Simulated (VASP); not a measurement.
## HfSi7O16 (a cell with a defect): single point with PBE

The system is HfSi7O16 (a cell with a defect).

```
Hf Si O
1.0
    -5.10850    3.97895    2.47825
    10.21700   -7.95790    4.95650
     5.10850    3.97895   -2.47825
Hf Si O
1 7 16
Direct
  0.88974 0.30463 0.46450
  0.80846 0.78675 0.45151
  0.18332 0.20174 0.53868
  0.13530 0.70308 0.54668
  0.89963 0.45681 0.77179
  0.86106 0.96418 0.75246
  0.11799 0.01975 0.23804
  0.10733 0.56172 0.23762
  0.82907 0.39140 0.25263
  0.83568 0.84349 0.23582
  0.53180 0.29463 0.72021
  0.49801 0.82241 0.72722
  0.92751 0.09195 0.64649
  0.89680 0.54254 0.59850
  0.46469 0.09855 0.38840
  0.43995 0.62613 0.39773
  0.06637 0.42095 0.74510
  0.94725 0.91137 0.63632
  0.07505 0.10530 0.32590
  0.11209 0.67212 0.31302
  0.18305 0.31505 0.46389
  0.02975 0.77308 0.54688
  0.09732 0.03655 0.00104
  0.08445 0.56668 0.99957
```

```
Program                : VASP 6.6.1
Task                   : single point
Functional             : PBE
Potentials or basis    : VASP PAW PBE potentials, release 64 (Hf_pv, Si, O)
Cutoff                 : 520 eV
k mesh                 : 4 × 2 × 3
Occupations            : fermi-dirac, width 0.01 eV
Spin                   : no spin polarisation
Dipole correction      : no
Further INCAR settings : LREAL = Auto; ALGO = Normal; EDIFF = 1e-06; NBANDS = 85
```

```
Pressure               : 4.1 GPa
Largest force          : 0.186 eV/Å
Band gap on the k mesh : 5.63 eV
```

Forces in eV/Å, atoms in the order of the input:
```
Hf   0.006  0.021 -0.009
Si  -0.016  0.050 -0.009
Si   0.001 -0.017  0.000
Si   0.049 -0.016 -0.010
Si   0.022  0.010 -0.001
Si   0.014  0.028  0.006
Si  -0.024 -0.037  0.006
Si  -0.014 -0.025  0.021
O   -0.008  0.136 -0.108
O   -0.007 -0.006 -0.004
O   -0.004  0.005  0.000
O   -0.011 -0.008  0.002
O    0.016 -0.011  0.001
O   -0.007  0.000 -0.003
O    0.026  0.060  0.174
O    0.006  0.002 -0.015
O   -0.174 -0.054 -0.010
O    0.005 -0.016  0.003
O   -0.007  0.011 -0.002
O    0.002 -0.008  0.008
O    0.129 -0.116 -0.039
O   -0.007 -0.013 -0.001
O    0.006  0.005 -0.007
O   -0.002 -0.003 -0.003
```

Stress tensor (GPa, compression positive):
```
 5.09 -0.60 -0.43
-0.60  4.22 -0.02
-0.43 -0.02  2.93
```

Levels at points of the mesh, in eV from the valence-band top:
| k point | band 65 | band 66 | band 67 | band 68 | band 69 | band 70 |
| --- | --- | --- | --- | --- | --- | --- |
| (0.00, 0.00, 0.00) | -0.26 | -0.17 | -0.14 | 5.63 | 6.63 | 6.64 |
| (0.50, 0.00, 0.00) | -0.24 | -0.15 | -0.03 | 6.56 | 6.61 | 6.81 |
| (0.00, 0.50, 0.00) | -0.28 | -0.16 | -0.10 | 6.23 | 6.53 | 6.64 |
| (0.50, 0.50, 0.00) | -0.24 | -0.11 | -0.04 | 6.57 | 6.63 | 6.88 |

Wall time 32 min on 1 thread of Intel(R) Xeon(R) Platinum 8488C (Sapphire Rapids), on a shared host, peak memory 0.81 GiB.

Caveat: spin-orbit coupling is left out, which moves the levels of the heavy elements.
